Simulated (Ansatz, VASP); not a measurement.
## Two plane-wave programs on Ta

```xyz
4
Lattice="3.3196 0.0000 0.0000 0.0000 3.3196 0.0000 0.0000 0.0000 20.9793" Properties=species:S:1:pos:R:3 pbc="T T T"
Ta    0.8299    0.8299    8.0000
Ta    2.4897    2.4897    9.6598
Ta    0.8299    0.8299   11.3195
Ta    2.4897    2.4897   12.9793
```

Alike in both runs: task single point; functional PBE; k mesh 12 × 12 × 1; occupations fermi-dirac, width 0.08 eV; no spin polarisation.

|  | VASP | Ansatz |
| --- | --- | --- |
| version | VASP 6.6.1 | Ansatz 0.2.0 |
| potentials or method | VASP PAW PBE potentials, release 64 (Ta_pv) | PAW with Ansatz's default frozen-core files, scalar-relativistic |
| plane-wave cutoff (eV) | 520 | 420 |
| valence electrons in the cell | 44 | 52 |

```tsv
	VASP	Ansatz	Ansatz less VASP
rms of the force components (eV/Å)	0.500	0.498	-0.0019
```

Atom by atom the forces differ by 0.003 eV/Å (rms over components). The functional is the same, so the differences come from potentials, cutoffs and numerics. VASP's potentials hold 44 valence electrons a cell and Ansatz's 52, so a difference there can come from the potentials and not from the codes.

Spin-orbit coupling is off throughout.
